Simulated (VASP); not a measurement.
Runs of VASP 6.6.1 on Ti. The structure is that of space group Im-3m (No. 229), or close to it. The cells are those of the table. This isn't the form of Ti at room conditions, which is hcp.

```csv
task,level,potentials or basis,cell,gap on the mesh (eV),pressure (GPa),relaxed volume (Å³/atom)
single point,BLYP+D3(BJ),"VASP PAW PBE potentials, release 64 (Ti_sv)","a = 2.717 Å, angles 109.5°, 1 atom",none,-0.2,-
relaxation of cell and atoms,BLYP+D3(BJ),"VASP PAW PBE potentials, release 64 (Ti_sv)","relaxed from a = 2.842 Å, angles 109.5°, 1 atom",none,-0.1,15.43
relaxation of cell and atoms,PBEsol,"VASP PAW PBE potentials, release 64 (Ti_sv)","relaxed from a = 2.842 Å, angles 109.5°, 1 atom",none,0.0,(a)
relaxation of cell and atoms,LDA,"VASP PAW LDA potentials, release 64 (Ti_sv)","relaxed from a = 2.842 Å, angles 109.5°, 1 atom",none,0.0,15.97
single point,LDA,"VASP PAW LDA potentials, release 64 (Ti_sv)","a = 2.748 Å, angles 109.5°, 1 atom",none,-0.2,-
single point,PBEsol,"VASP PAW PBE potentials, release 64 (Ti_sv)","a = 2.788 Å, angles 109.5°, 1 atom",none,-0.3,-
```

Alike in all rows: no spin polarisation; k mesh 12 × 12 × 12; cutoff (eV) 500; smearing fermi-dirac 0.15 eV.

Task: Fill in the values left out.

Result: (a) 16.64.

Caveats: the PAW data sets were made with another functional, which shifts forces and pressure a little (at least some runs).

A gap of «none» marks levels without a gap at the run's occupations.
